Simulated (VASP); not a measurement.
Input of a VASP 6.6.1 run:

INCAR

```
SYSTEM = Fe
PREC = Accurate
ENCUT = 540
EDIFF = 1E-6
ISMEAR = 0
SIGMA = 0.1
LREAL = .False.
LASPH = .True.
NELM = 300
ALGO = All
ISIF = 2
LWAVE = .False.
LCHARG = .False.
LNONCOLLINEAR = .True.
MAGMOM = 0.637 -0.326 0.546 -0.606 -1.366 0.129 -1.285 -0.412 -1.338 -1.228 -0.209 -1.157
LORBIT = 11
LMAXMIX = 4
GGA = CA
NBANDS = 46
GGA_COMPAT = .False.
ISEARCH = 1
KPAR = 4
```

KPOINTS

```
regular mesh
0
Gamma
  3 3 3
  0 0 0
```

The input POSCAR:

```
Fe
1.0
    3.7085000000      0.0000000000      0.0000000000
    0.0000000000      3.7085000000      0.0000000000
    0.0000000000      0.0000000000      3.7085000000
Fe
4
Direct
    0.0000000000      0.0000000000      0.0000000000
    0.0000000000      0.5000000000      0.5000000000
    0.5000000000      0.0000000000      0.5000000000
    0.5000000000      0.5000000000      0.0000000000
```

Potentials or basis: VASP PAW LDA potentials, release 64 (Fe).

Launch:

```sh
$ cat potpaw_LDA.64/Fe/POTCAR > POTCAR
$ mpirun -np 4 vasp_ncl > vasp.out
```

**Question.** Estimate the net moment.

**Answer.** 8.71 μB per cell.

**Question.** Predict the pressure.

**Answer.** -28.3 GPa.

Moments on the atoms (μB; x, y, z):
```
Fe   0.89 -2.21  0.36
Fe  -1.17 -1.95 -0.69
Fe  -1.11 -1.96 -0.77
Fe  -1.12 -1.95 -0.76
```

Caveat: the k points lie up to 0.56 Å⁻¹ apart, too coarse for converged energies and pressures of a metal.
